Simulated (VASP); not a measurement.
# PrScO (P4/mmm) in VASP: further runs, part 2 of 2

VASP 6.6.1. Earlier steps stand in the parts before.

## Step 3: Single point, PBE (18.88 Å³/atom)

This run uses another cell than the first one, of 18.88 Å³/atom.

INCAR reads:

```
SYSTEM = PrScO
  PREC = Accurate
  ENCUT = 600
  EDIFF = 1E-6
  ISMEAR = 0
  SIGMA = 0.1
  LREAL = .FALSE.
  LASPH = .TRUE.
  NELM = 200
  ALGO = Normal
  ISIF = 2
  LWAVE = .FALSE.
  LCHARG = .TRUE.
  GGA = PE
  LELF = .TRUE.
  LVHAR = .TRUE.
  NBANDS = 21
  GGA_COMPAT = .FALSE.
  LMAXMIX = 6
```

KPOINTS reads:

```
regular mesh
0
G
  10 10 8
  0 0 0
```

POSCAR reads:

```
PrScO
1.0
    3.6717700114      0.0000000000      0.0000000000
    0.0000000000      3.6717700114      0.0000000000
    0.0000000000      0.0000000000      4.2008198470
Pr Sc O
1 1 1
Direct
    0.0000000000      0.0000000000      0.5000000000
    0.5000000000      0.5000000000      0.0000000000
    0.5000000000      0.5000000000      0.5000000000
```

Potentials or basis: VASP PAW PBE potentials, release 64 (Pr_3, Sc_sv, O), 4f in core.

Command:

```sh
$ cat potpaw_PBE.64/Pr_3/POTCAR potpaw_PBE.64/Sc_sv/POTCAR potpaw_PBE.64/O/POTCAR > POTCAR
$ mpirun -np 1 vasp_std > vasp.out
```

OUTCAR:

```text
SYSTEM = PrScO
   PREC = Accurate
   ENCUT = 600
   EDIFF = 1E-6
   ISMEAR = 0
   LREAL = .FALSE.
   LASPH = .TRUE.
   NELM = 200
   ISIF = 2
   GGA = PE

 ion  position               nearest neighbor table
   1  0.000  0.000  0.500-   3 2.60   3 2.60   3 2.60   3 2.60   2 3.34   2 3.34   2 3.34   2 3.34
                             2 3.34   2 3.34   2 3.34   2 3.34
   2  0.500  0.500  0.000-   3 2.10   3 2.10   1 3.34   1 3.34   1 3.34   1 3.34   1 3.34   1 3.34
                             1 3.34   1 3.34
   3  0.500  0.500  0.500-   2 2.10   2 2.10   1 2.60   1 2.60   1 2.60   1 2.60

  LATTYP: Found a simple tetragonal cell.
 ALAT       =     3.6717700114
 C/A-ratio  =     1.1440857771

  Lattice vectors:

 A1 = (   3.6717700114,   0.0000000000,   0.0000000000)
 A2 = (   0.0000000000,   3.6717700114,   0.0000000000)
 A3 = (   0.0000000000,   0.0000000000,   4.2008198470)

Analysis of symmetry for initial positions (statically):
=====================================================================
 Subroutine PRICEL returns:
 Original cell was already a primitive cell.

 Routine SETGRP: Setting up the symmetry group for a
 simple tetragonal supercell.
[... 169 lines left out ...]

 E-fermi :   5.1188     XC(G=0): -10.6910

 val. band max:        5.0962866242   @ k =   0.3000   0.1000   0.3750
 cond. band min:       5.1195794499   @ k =   0.1000   0.1000   0.5000
 fundamental gap:      0.0232928257
 Fermi energy:         5.1188153082

 k-point     1 :       0.0000    0.0000    0.0000
  band No.  band energies     occupation
      1     -44.3749      2.00000
      2     -31.1250      2.00000
      3     -23.1309      2.00000
      4     -22.9990      2.00000
      5     -22.9990      2.00000
      6     -14.5448      2.00000
[... 565 lines left out ...]
     20       8.5164      0.00000
     21       9.6695      0.00000

 [... further k-points ...]

------------------------ aborting loop because EDIFF is reached ----------------------------------------

  FORCE on cell =-STRESS in cart. coord.  units (eV):
  Direction    XX          YY          ZZ          XY          YZ          ZX
  --------------------------------------------------------------------------------------
  -------------------------------------------------------------------------------------
  Total        0.9871271      0.9871271      1.3319310      0.0000000      0.0000000      0.0000000
  in kB       27.9253514     27.9253514     37.6796883      0.0000000      0.0000000      0.0000000
  external PRESSURE =      31.1767970 kB  Pullay stress =       0.0000000 kB

 VOLUME and BASIS-vectors are now :
 -----------------------------------------------------------------------------
  energy-cutoff  :      600.00
  volume of cell :       56.64
      direct lattice vectors                 reciprocal lattice vectors
     3.671770011  0.000000000  0.000000000     0.272348213  0.000000000  0.000000000
     0.000000000  3.671770011  0.000000000     0.000000000  0.272348213  0.000000000
     0.000000000  0.000000000  4.200819847     0.000000000  0.000000000  0.238048771

 POSITION                                       TOTAL-FORCE (eV/Angst)
 -----------------------------------------------------------------------------------
      0.00000      0.00000      2.10041         0.000000      0.000000      0.000000
      1.83589      1.83589      0.00000         0.000000      0.000000      0.000000
      1.83589      1.83589      2.10041         0.000000      0.000000      0.000000
 -----------------------------------------------------------------------------------
    total drift:                                0.000000      0.000000     -0.000000

  FREE ENERGIE OF THE ION-ELECTRON SYSTEM (eV)
  ---------------------------------------------------
  free  energy   TOTEN  =       -21.8627764818 eV

  energy  without entropy=      -21.8571288267  energy(sigma->0) =      -21.85995265
```

OSZICAR:

```text
N       E                     dE             d eps       ncg     rms          rms(c)
DAV:   1     0.357890047386E+03    0.35789E+03   -0.15202E+04  4434   0.152E+03
DAV:   2     0.128036083746E+02   -0.34509E+03   -0.33620E+03  4532   0.454E+02
DAV:   3    -0.234086963033E+02   -0.36212E+02   -0.35235E+02  7093   0.137E+02
DAV:   4    -0.252882472400E+02   -0.18796E+01   -0.18563E+01  7084   0.278E+01
DAV:   5    -0.253607235927E+02   -0.72476E-01   -0.72361E-01  6021   0.390E+00    0.129E+01
DAV:   6    -0.219592836075E+02    0.34014E+01   -0.18860E+01  6904   0.349E+01    0.571E+00
DAV:   7    -0.219075863706E+02    0.51697E-01   -0.17299E+00  5973   0.812E+00    0.325E+00
DAV:   8    -0.218796205021E+02    0.27966E-01   -0.37410E-01  6391   0.491E+00    0.931E-01
DAV:   9    -0.218660314752E+02    0.13589E-01   -0.33520E-02  7232   0.155E+00    0.456E-01
DAV:  10    -0.218632420490E+02    0.27894E-02   -0.40013E-02  6393   0.142E+00    0.240E-01
DAV:  11    -0.218627251265E+02    0.51692E-03   -0.44775E-03  6159   0.490E-01    0.581E-02
DAV:  12    -0.218627844061E+02   -0.59280E-04   -0.25731E-04  5825   0.122E-01    0.267E-02
DAV:  13    -0.218627773314E+02    0.70747E-05   -0.50411E-05  6976   0.575E-02    0.809E-03
DAV:  14    -0.218627764818E+02    0.84959E-06   -0.21599E-06  4653   0.119E-02
   1 F= -.21862776E+02 E0= -.21859953E+02  d E =-.564766E-02
```

It took 82 s on 1 thread of Intel Xeon Platinum 8488C (Sapphire Rapids), shared host; peak memory 0.31 GiB.

What came out:

| Quantity | Value |
| --- | --- |
| Free energy | -21.8628 eV |
| Pressure | 3.1 GPa |
| Band gap on the k mesh | zero (bands 14 and 15 overlap by 1.49 eV) |

Caveat: the cell stands under pressure; spin-orbit coupling is left out, which moves the levels of the heavy elements; the 4f electrons are frozen in the core, so they carry no moment and show no levels; the run has no spin polarisation, though such a crystal can be magnetic.
